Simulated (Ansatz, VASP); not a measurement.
# Two plane-wave programs on Ni

File POSCAR:

```
Ni
1.0
    2.5146270000      0.0000000000      0.0000000000
   -1.2573090000      2.1777340000      0.0000000000
    0.0000000000      0.0000000000      3.9819780000
Ni
2
Direct
    0.3333300000      0.6666700000      0.2500000000
    0.6666600000      0.3333300000      0.7500000000
```

The input INCAR.step1:

```
SYSTEM = Ni
PREC = Accurate
ENCUT = 520
ISMEAR = -1
SIGMA = 0.032
LREAL = .False.
LASPH = .True.
NELM = 150
ISPIN = 2
MAGMOM = -0.8 -0.8
LMAXMIX = 4
NBANDS = 21
GGA = PE
ALGO = Normal
EDIFF = 1E-4
LWAVE = .True.
LCHARG = .False.
```

File INCAR.step2:

```
SYSTEM = Ni
PREC = Accurate
ENCUT = 520
EDIFF = 1E-7
ISMEAR = -1
SIGMA = 0.032
LREAL = .False.
LASPH = .True.
NELM = 150
ALGO = Normal
ISIF = 2
LWAVE = .False.
LCHARG = .False.
ISPIN = 2
MAGMOM = -0.8 -0.8
LORBIT = 11
LMAXMIX = 4
METAGGA = R2SCAN
LMIXTAU = .True.
NBANDS = 21
ISTART = 1
```

KPOINTS

```
Automatic mesh
0
Gamma
  8 8 5
  0 0 0
```

Input for Ansatz:

```yaml
crystal:
  lattice:
    - [2.514627, 0.0, 0.0]
    - [-1.257309, 2.177734, 0.0]
    - [0.0, 0.0, 3.981978]
  atoms:
    - { symbol: Ni, position: [0.33333, 0.66667, 0.25], spin: -0.8 }
    - { symbol: Ni, position: [0.66666, 0.33333, 0.75], spin: -0.8 }
kpoints:
  mp_grid: { grid: [8, 8, 5], shift: [0, 0, 0] }
magnetization:
  spin_polarized: true
scf:
  occupations: { method: fermi_dirac, width: 0.032 }
hamiltonian:
  pseudopotentials: { kind: paw }
  xc: r2scan
basis:
  ecutwfc: 500
output:
  forces: true
  stress: true
  eigenvalues: true
```

Alike in both runs: task single point; functional r2SCAN; k mesh 8 × 8 × 5; occupations fermi-dirac, width 0.032 eV; collinear spin.

```csv
,VASP,Ansatz
version,VASP 6.6.1,Ansatz 0.2.0
potentials or method,"VASP PAW PBE potentials, release 64 (Ni), cutoff 520 eV",PAW plane waves
valence electrons in the cell,20,36
```

VASP gave:

| Quantity | Value |
| --- | --- |
| gap on the k mesh at the Fermi level (eV) | none |
| pressure (GPa) | -6.8 |
| traceless stress, the component that is largest in VASP (GPa) | 5.88 |
| net moment per atom (μB) | 0.71 |
| size of the moment on the site where the two differ most (μB) | 0.73 |

Which values does Ansatz return?

gap on the k mesh at the Fermi level (eV): none; pressure (GPa): -7.3; traceless stress, the component that is largest in VASP (GPa): 5.99; net moment per atom (μB): 0.71; size of the moment on the site where the two differ most (μB): 0.77.

VASP's potentials were made for PBE, not for r2SCAN. Site moments also hang on the region over which each program counts them. A gap of «none» marks a metal or a gap that the smearing closes. VASP's potentials hold 20 valence electrons a cell and Ansatz's 36, so a difference there can come from the potentials and not from the codes. Ansatz's warnings: stability check not made, structure snapped to symmetry.

The k mesh is coarse, so the values compare programs but aren't converged.
